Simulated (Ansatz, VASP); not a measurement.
**AlCo in VASP and in Ansatz**

```xyz
4
Lattice="2.5975 0.0000 0.0000 -1.2987 2.2495 0.0000 0.0000 0.0000 7.3587" Properties=species:S:1:pos:R:3 pbc="T T T"
Co    0.0000    0.0000    0.0000
Co    0.0000    0.0000    3.6794
Al    0.0000    1.4996    1.8397
Al    1.2987    0.7498    5.5190
```

Change from the starting cell: volume scaled by 0.88, PAW files.

Alike in both runs: task single point; functional PBE; k mesh 10 × 10 × 6; occupations fermi-dirac, width 0.05 eV; no spin polarisation.

```csv
,VASP,Ansatz
version,VASP 6.6.1,Ansatz 0.2.0
potentials or method,"VASP PAW PBE potentials, release 64 (Co_sv, Al)","PAW with Ansatz's default frozen-core files, scalar-relativistic"
plane-wave cutoff (eV),600,420
valence electrons in the cell,40,40
```

|  | VASP | Ansatz | Ansatz less VASP |
| --- | --- | --- | --- |
| pressure (GPa) | 24.7 | 26.8 | +2.03 |
